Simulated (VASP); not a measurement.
Input of a VASP 6.6.1 run:

File INCAR:

```
SYSTEM = AlN
PREC     = Accurate       ! precision mode
ENCUT    = 520            ! plane-wave cutoff, eV
EDIFF    = 1E-6           ! SCF threshold, eV
ISMEAR   = 0              ! smearing method
SIGMA    = 0.05           ! smearing width, eV
LREAL    = .FALSE.        ! projectors in reciprocal space
LASPH    = .TRUE.         ! aspherical terms in the spheres
NELM     = 80             ! most SCF steps
ALGO     = Normal         ! electronic algorithm
ISIF     = 2              ! what is computed and relaxed
LWAVE    = .FALSE.        ! write WAVECAR
LCHARG   = .FALSE.        ! write CHGCAR
GGA      = PE             ! functional
NBANDS   = 11             ! bands
```

File KPOINTS:

```
regular mesh
0
G
  10 10 10
  0 0 0
```

File POSCAR:

```
AlN
1.0
    0.0000000000      2.2015871043      2.2346109109
    2.2015871043      0.0000000000      2.2346109109
    2.2015871043      2.2015871043      0.0000000000
Al N
1 1
Direct
    0.0000000000      0.0000000000      0.0000000000
    0.7500000000      0.7500000000      0.7500000000
```

Potentials or basis: VASP PAW PBE potentials, release 64 (Al, N).

Run with:

```console
$ cat potpaw_PBE.64/Al/POTCAR potpaw_PBE.64/N/POTCAR > POTCAR
$ mpirun -np 1 vasp_std > vasp.out
```

(1) Estimate the band gap on the k mesh.

(2) What does it give for the pressure?

Answers

(1) 3.25 eV, indirect (least direct gap 3.83 eV).

(2) -3.1 GPa.

Caveat: the cell differs from its parent crystal (strain +0.000 along x and y, +0.015 along z).
